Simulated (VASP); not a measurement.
# HfZrS3 (R3m) in VASP: further runs

HfZrS3 is run at these levels: PBE; tasks: single point.

Program: VASP 6.6.1. These are calculated values, not measurements. Logs are shortened: lines on timing, memory, paths and dates and some standing lists are left out, and cuts for length are marked.

## (1) The cell of the first run

Symmetry: R3m, No. 160, trigonal system. Conventional cell: a = 6.968 Å, b = 6.968 Å, c = 9.642 Å, α = 90.00°, β = 90.00°, γ = 120.00°. Within 3.4 Å of Zr (site symmetry 3m) lie 6 S at 2.57 to 2.58 Å and 1 Hf at 2.89 Å. Hf (site symmetry 3m) has 3 S at 2.41 Å and 1 Zr at 2.89 Å within 3.2 Å. Within 3.2 Å of S (site symmetry m) lie 1 Hf at 2.41 Å and 2 Zr at 2.57 to 2.58 Å.

The cell was generated, and may not be a known phase.

## (2) Single point, PBE

INCAR reads:

```
SYSTEM = HfZrS3
ALGO = Normal ; EDIFF = 1E-6
ENCUT = 520 ; GGA = PE
ISIF = 2 ; ISMEAR = 0
LASPH = .True. ; LCHARG = .False.
LREAL = .False. ; LWAVE = .False.
NBANDS = 28 ; NELM = 60
PREC = Accurate ; SIGMA = 0.1
```

KPOINTS reads:

```
k-points
0
Gamma
  6 6 6
  0 0 0
```

POSCAR reads:

```
HfZrS3
1.0
    3.4837758144      2.0113589042      3.2138628146
   -3.4837758144      2.0113589042      3.2138628146
    0.0000000000     -4.0227178085      3.2138628146
Zr Hf S
1 1 3
Direct
    0.5571759688      0.5571759688      0.5571759688
   -0.1429213392     -0.1429213392     -0.1429213392
    0.5536544783      0.5536544783      0.0564364138
    0.5536544783      0.0564364138      0.5536544783
    0.0564364138      0.5536544783      0.5536544783
```

Potentials or basis: VASP PAW PBE potentials, release 64 (Zr_sv, Hf_pv, S).

On the command line:

```
$ cat potpaw_PBE.64/Zr_sv/POTCAR potpaw_PBE.64/Hf_pv/POTCAR potpaw_PBE.64/S/POTCAR > POTCAR
$ mpirun -np 1 vasp_std > vasp.out
```

OUTCAR:

```text
SYSTEM = HfZrS3
   EDIFF = 1E-6
   ENCUT = 520
   GGA = PE
   ISIF = 2
   ISMEAR = 0
   LASPH = .True.
   LREAL = .False.
   NELM = 60
   PREC = Accurate

 ion  position               nearest neighbor table
   1  0.557  0.557  0.557-   4 2.57   5 2.57   3 2.57   4 2.58   5 2.58   3 2.58   2 2.89
   2  0.857  0.857  0.857-   3 2.41   4 2.41   5 2.41   1 2.89
   3  0.554  0.554  0.056-   2 2.41   1 2.57   1 2.58
   4  0.554  0.056  0.554-   2 2.41   1 2.57   1 2.58
   5  0.056  0.554  0.554-   2 2.41   1 2.57   1 2.58

  LATTYP: Found a trigonal (rhomboedric) cell.
 ALAT       =     5.1489001503
 COS(alpha) =     0.0844091255

  Lattice vectors:

 A1 = (   3.4837758144,   2.0113589042,   3.2138628146)
 A2 = (  -3.4837758144,   2.0113589042,   3.2138628146)
 A3 = (   0.0000000000,  -4.0227178085,   3.2138628146)

Analysis of symmetry for initial positions (statically):
=====================================================================
 Subroutine PRICEL returns:
 Original cell was already a primitive cell.

 Routine SETGRP: Setting up the symmetry group for a
 trigonal (rhombohedral) supercell.

 Subroutine GETGRP returns: Found  6 space group operations
 (whereof  6 operations were pure point group operations)
 out of a pool of 12 trial point group operations.

The static configuration has the point symmetry C_3v.

Analysis of symmetry for dynamics (positions and initial velocities):
=====================================================================
 Subroutine PRICEL returns:
 Original cell was already a primitive cell.

 Routine SETGRP: Setting up the symmetry group for a
 trigonal (rhombohedral) supercell.

 Subroutine GETGRP returns: Found  6 space group operations
 (whereof  6 operations were pure point group operations)
 out of a pool of 12 trial point group operations.

The dynamic configuration has the point symmetry C_3v.

 Subroutine INISYM returns: Found  6 space group operations
 (whereof  6 operations are pure point group operations),
 and found     1 'primitive' translations

----------------------------------------------------------------------------------------

                                     Primitive cell

  volume of cell :     135.1196

[... 91 lines left out ...]
   LASPH  =      T    aspherical Exc in radial PAW
   ENCUT  =  520.0 eV  38.22 Ry    6.18 a.u.   9.57  9.57  9.57*2*pi/ulx,y,z
   NELM   =     60;   NELMIN=  2; NELMDL= -5     # of ELM steps
   EDIFF  = 0.1E-05   stopping-criterion for ELM
   LREAL  =      F    real-space projection
   EDIFFG = 0.1E-04   stopping-criterion for IOM
   NSW    =      0    number of steps for IOM
   IBRION =     -1    ionic relax: 0-MD 1-quasi-New 2-CG
   NFREE  =      0    steps in history (QN), initial steepest desc. (CG)
   ISIF   =      2    stress and relaxation
   ISYM   =      2    0-nonsym 1-usesym 2-fastsym
   POTIM  = 0.5000    time-step for ionic-motion
   TEBEG  =    0.0;   TEEND  =   0.0 temperature during run
   PSTRESS=    0.0 pullay stress
   NELECT =      40.0000    total number of electrons
   NUPDOWN=      -1.0000    fix difference up-down
   EMIN   =  10.00;   EMAX   =-10.00  energy-range for DOS
   EFERMI =   0.00;   METHOD = LEGACY
   ISMEAR =     0;   SIGMA  =   0.10  broadening in eV -4-tet -1-fermi 0-gaus
   EFERMI_NEDOS =   21; number of points for ismear=-14 and -15
   IALGO  =     38    algorithm
   IMIX   =      4    mixing-type and parameters
     AMIX     =   0.40;   BMIX     =  1.00
     AMIX_MAG =   1.60;   BMIX_MAG =  1.00
  volume/ion in A,a.u.               =      27.02       182.37
  Fermi-wavevector in a.u.,A,eV,Ry     =   1.091077  2.061836 16.197040  1.190449
  Thomas-Fermi vector in A             =   2.227315
   LORBIT       =      0    0 simple, 1 ext, 2 COOP (PROOUT), +10 PAW based schemes
   GGA     = PE    functional components
   LHFCALC =     F    Hartree Fock is set to
   AEXX    =    0.0000 exact exchange contribution
   IVDW    =     0    specifies the selected vdW correction
   LEPSILON=     F    determine dielectric tensor
   LRPA    =     F    only Hartree local field effects (RPA)
 non-spin polarized calculation
 Gauss-broadening in eV      SIGMA  =   0.10
  energy-cutoff  :      520.00
  volume of cell :      135.12
 maximum number of plane-waves:      3660
 NGX is ok and might be reduce to    40
   NGX = 19   NGY = 19   NGZ = 19

 number of electron      40.0000000 magnetization

 Free energy of the ion-electron system (eV)
  ---------------------------------------------------
  ext. energy  EPLUGINS =         0.00000000
  ---------------------------------------------------
  free energy    TOTEN  =       -35.92010389 eV

  energy without entropy =      -35.90911500  energy(sigma->0) =      -35.91460945

 E-fermi :   4.4417     XC(G=0):  -8.7211

 val. band max:        4.4245052306   @ k =   0.5000   0.3333   0.3333
 cond. band min:       4.4621956073   @ k =   0.1667   0.1667  -0.0000
 fundamental gap:      0.0376903768
 Fermi energy:         4.4416797863

 k-point     1 :       0.0000    0.0000    0.0000
  band No.  band energies     occupation
      1     -45.2599      2.00000
      2     -27.5840      2.00000
      3     -27.5840      2.00000
      4     -27.4120      2.00000
      5     -23.4452      2.00000
      6     -23.4452      2.00000
[... 733 lines left out ...]
     27       7.2210      0.00000
     28       7.5345      0.00000

 [... further k-points ...]

------------------------ aborting loop because EDIFF is reached ----------------------------------------

  FORCE on cell =-STRESS in cart. coord.  units (eV):
  Direction    XX          YY          ZZ          XY          YZ          ZX
  --------------------------------------------------------------------------------------
  -------------------------------------------------------------------------------------
  Total       -0.1491644     -0.1491644     -0.1210794     -0.0000000      0.0000000     -0.0000000
  in kB       -1.7687136     -1.7687136     -1.4356956     -0.0000000      0.0000000     -0.0000000
  external PRESSURE =      -1.6577076 kB  Pullay stress =       0.0000000 kB

 VOLUME and BASIS-vectors are now :
 -----------------------------------------------------------------------------
  energy-cutoff  :      520.00
  volume of cell :      135.12
      direct lattice vectors                 reciprocal lattice vectors
     3.483775814  2.011358904  3.213862815     0.143522438  0.082862718  0.103717350
    -3.483775814  2.011358904  3.213862815    -0.143522438  0.082862718  0.103717350
     0.000000000 -4.022717809  3.213862815     0.000000000 -0.165725437  0.103717350

 POSITION                                       TOTAL-FORCE (eV/Angst)
 -----------------------------------------------------------------------------------
      0.00000     -0.00000      5.37206         0.000000     -0.000000      0.022890
      0.00000     -0.00000      8.26360         0.000000      0.000000     -0.100448
      0.00000      2.00017      3.74012         0.000000      0.031477      0.025853
      1.73220     -1.00008      3.74012         0.027260     -0.015739      0.025853
     -1.73220     -1.00008      3.74012        -0.027260     -0.015739      0.025853
 -----------------------------------------------------------------------------------
    total drift:                               -0.000000      0.000000      0.000660

  FREE ENERGIE OF THE ION-ELECTRON SYSTEM (eV)
  ---------------------------------------------------
  free  energy   TOTEN  =       -35.9201038903 eV

  energy  without entropy=      -35.9091150009  energy(sigma->0) =      -35.91460945
```

stdout:

```text
POSCAR found type information on POSCAR ZrHfS
 POSCAR found :  3 types and       5 ions
 scaLAPACK will be used
 LDA part: xc-table for (Slater+PW92), standard interpolation
 POSCAR, INCAR and KPOINTS ok, starting setup
 FFT: planning ... GRIDC
 FFT: planning ... GRID_SOFT
 FFT: planning ... GRID
 WAVECAR not read
 entering main loop
```

Wall time 4.4 min (1 thread of Intel Xeon 8259CL, shared host); peak memory 0.32 GiB.

Results:

```yaml
Free_energy: -35.9201 eV
Pressure: -0.2 GPa
Largest_force: 0.100 eV/Å
Band_gap_on_the_k_mesh: zero (bands 20 and 21 overlap by 0.54 eV)
```

Forces on the atoms (eV/Å):
```
Zr   0.000  0.000  0.023
Hf   0.000  0.000 -0.100
S    0.000  0.031  0.026
S    0.027 -0.016  0.026
S   -0.027 -0.016  0.026
```

Caveat: spin-orbit coupling is left out, which moves the levels of the heavy elements.

## (3) Single point, PBE

INCAR reads:

```
PREC = Accurate ; ENCUT = 520
EDIFF = 1E-6 ; ISMEAR = 0
SIGMA = 0.1 ; LREAL = F
LASPH = T ; NELM = 60
ALGO = Normal ; ISIF = 2
LWAVE = F ; LCHARG = F
GGA = PE ; NBANDS = 28
```

KPOINTS reads:

```
Automatic mesh
0
Gamma
  6 6 6
```

POSCAR reads:

```
HfZrS3
1.0
    3.4823304524      2.0105244241      3.2186030964
   -3.4823304524      2.0105244241      3.2186030964
    0.0000000000     -4.0210488483      3.2186030964
Zr Hf S
1 1 3
Direct
    0.5572322125      0.5572322125      0.5572322125
    0.8568833215      0.8568833215      0.8568833215
    0.5535902054      0.5535902054      0.0567040551
    0.5535902054      0.0567040551      0.5535902054
    0.0567040551      0.5535902054      0.5535902054
```

Potentials or basis: VASP PAW PBE potentials, release 64 (Zr_sv, Hf_pv, S).

On the command line:

```
$ cat potpaw_PBE.64/Zr_sv/POTCAR potpaw_PBE.64/Hf_pv/POTCAR potpaw_PBE.64/S/POTCAR > POTCAR
$ mpirun -np 1 vasp_std > vasp.out
```

OUTCAR:

```text
PREC = Accurate
   ENCUT = 520
   EDIFF = 1E-6
   ISMEAR = 0
   LREAL = F
   LASPH = T
   NELM = 60
   ISIF = 2
   GGA = PE

 ion  position               nearest neighbor table
   1  0.557  0.557  0.557-   4 2.57   5 2.57   3 2.57   4 2.58   5 2.58   3 2.58   2 2.89
   2  0.857  0.857  0.857-   4 2.41   5 2.41   3 2.41   1 2.89
   3  0.554  0.554  0.057-   2 2.41   1 2.57   1 2.58
   4  0.554  0.057  0.554-   2 2.41   1 2.57   1 2.58
   5  0.057  0.554  0.554-   2 2.41   1 2.57   1 2.58

  LATTYP: Found a trigonal (rhomboedric) cell.
 ALAT       =     5.1505572254
 COS(alpha) =     0.0857572532

  Lattice vectors:

 A1 = (   3.4823304524,   2.0105244241,   3.2186030964)
 A2 = (  -3.4823304524,   2.0105244241,   3.2186030964)
 A3 = (   0.0000000000,  -4.0210488483,   3.2186030964)

Analysis of symmetry for initial positions (statically):
=====================================================================
 Subroutine PRICEL returns:
 Original cell was already a primitive cell.

 Routine SETGRP: Setting up the symmetry group for a
[... 175 lines left out ...]
 E-fermi :   4.4367     XC(G=0):  -8.7184

 val. band max:        4.4202942647   @ k =   0.5000   0.3333   0.3333
 cond. band min:       4.4545872284   @ k =   0.1667   0.1667   0.0000
 fundamental gap:      0.0342929637
 Fermi energy:         4.4366594049

 k-point     1 :       0.0000    0.0000    0.0000
  band No.  band energies     occupation
      1     -45.2695      2.00000
      2     -27.5904      2.00000
      3     -27.5904      2.00000
      4     -27.4191      2.00000
      5     -23.4541      2.00000
      6     -23.4541      2.00000
[... 733 lines left out ...]
     27       7.2128      0.00000
     28       7.5250      0.00000

 [... further k-points ...]

------------------------ aborting loop because EDIFF is reached ----------------------------------------

  FORCE on cell =-STRESS in cart. coord.  units (eV):
  Direction    XX          YY          ZZ          XY          YZ          ZX
  --------------------------------------------------------------------------------------
  -------------------------------------------------------------------------------------
  Total       -0.1783737     -0.1783737     -0.2111365     -0.0000000      0.0000000     -0.0000000
  in kB       -2.1136998     -2.1136998     -2.5019341     -0.0000000      0.0000000     -0.0000000
  external PRESSURE =      -2.2431112 kB  Pullay stress =       0.0000000 kB

 VOLUME and BASIS-vectors are now :
 -----------------------------------------------------------------------------
  energy-cutoff  :      520.00
  volume of cell :      135.21
      direct lattice vectors                 reciprocal lattice vectors
     3.482330452  2.010524424  3.218603096     0.143582008  0.082897111  0.103564597
    -3.482330452  2.010524424  3.218603096    -0.143582008  0.082897111  0.103564597
     0.000000000 -4.021048848  3.218603096     0.000000000 -0.165794222  0.103564597

 POSITION                                       TOTAL-FORCE (eV/Angst)
 -----------------------------------------------------------------------------------
      0.00000     -0.00000      5.38053         0.000000     -0.000000      0.036628
      0.00000     -0.00000      8.27390         0.000000      0.000000     -0.107674
      0.00000      1.99800      3.74608         0.000000      0.043939      0.023682
      1.73032     -0.99900      3.74608         0.038053     -0.021970      0.023682
     -1.73032     -0.99900      3.74608        -0.038053     -0.021970      0.023682
 -----------------------------------------------------------------------------------
    total drift:                               -0.000000      0.000000      0.000523

  FREE ENERGIE OF THE ION-ELECTRON SYSTEM (eV)
  ---------------------------------------------------
  free  energy   TOTEN  =       -35.9201085744 eV

  energy  without entropy=      -35.9090390551  energy(sigma->0) =      -35.91457381
```

OSZICAR:

```text
N       E                     dE             d eps       ncg     rms          rms(c)
DAV:   1     0.277672432391E+03    0.27767E+03   -0.19702E+04  1792   0.128E+03
DAV:   2    -0.167534345511E+02   -0.29443E+03   -0.28761E+03  2192   0.316E+02
DAV:   3    -0.383336848091E+02   -0.21580E+02   -0.21370E+02  2700   0.725E+01
DAV:   4    -0.396187013661E+02   -0.12850E+01   -0.12811E+01  2976   0.145E+01
DAV:   5    -0.396738603727E+02   -0.55159E-01   -0.55150E-01  2560   0.193E+00    0.430E+01
DAV:   6    -0.361519874881E+02    0.35219E+01   -0.92035E+00  2028   0.132E+01    0.219E+01
DAV:   7    -0.359292210349E+02    0.22277E+00   -0.18715E+00  2728   0.649E+00    0.817E+00
DAV:   8    -0.359207006760E+02    0.85204E-02   -0.24645E-01  2240   0.243E+00    0.107E+00
DAV:   9    -0.359185224779E+02    0.21782E-02   -0.23056E-02  2264   0.753E-01    0.724E-01
DAV:  10    -0.359195213476E+02   -0.99887E-03   -0.36099E-03  2192   0.308E-01    0.245E-01
DAV:  11    -0.359198978853E+02   -0.37654E-03   -0.52442E-04  2368   0.117E-01    0.923E-02
DAV:  12    -0.359200212421E+02   -0.12336E-03   -0.16016E-04  2252   0.531E-02    0.375E-02
DAV:  13    -0.359200910912E+02   -0.69849E-04   -0.74617E-05  2008   0.397E-02    0.259E-02
DAV:  14    -0.359201059781E+02   -0.14887E-04   -0.20883E-05  2196   0.187E-02    0.697E-03
DAV:  15    -0.359201082944E+02   -0.23163E-05   -0.37405E-06  1896   0.775E-03    0.295E-03
DAV:  16    -0.359201085744E+02   -0.28001E-06   -0.23390E-07  1544   0.237E-03
   1 F= -.35920109E+02 E0= -.35914574E+02  d E =-.110695E-01
```

Run time: 4.2 min. Hardware: 1 thread of Intel Xeon 8259CL, shared host; peak memory 0.32 GiB.

Results:

| Item | Value |
| --- | --- |
| Free energy | -35.9201 eV |
| Pressure | -0.2 GPa |
| Largest force | 0.108 eV/Å |
| Band gap on the k mesh | zero (bands 20 and 21 overlap by 0.54 eV) |

Forces on the atoms (eV/Å):
```
Zr   0.000  0.000  0.037
Hf   0.000  0.000 -0.108
S    0.000  0.044  0.024
S    0.038 -0.022  0.024
S   -0.038 -0.022  0.024
```

Levels at points of the mesh, in eV from the Fermi level:
```tsv
k point	band 17	band 18	band 19	band 20	band 21	band 22	band 23	band 24
(0.00, 0.00, 0.00)	-2.32	-2.32	-2.19	-1.03	-0.46	-0.46	0.36	1.34
(0.50, 0.00, 0.00)	-3.42	-2.88	-2.53	-0.89	0.56	1.11	1.39	1.40
(0.50, 0.50, 0.00)	-3.66	-3.51	-2.15	-0.03	0.88	1.24	1.27	1.61
(0.50, 0.50, 0.50)	-2.88	-2.88	-1.48	0.09	0.80	0.80	1.02	2.31
```

Caveat: spin-orbit coupling is left out, which moves the levels of the heavy elements.

The gap in the log of VASP goes by the Fermi energy; the results here count the filled bands.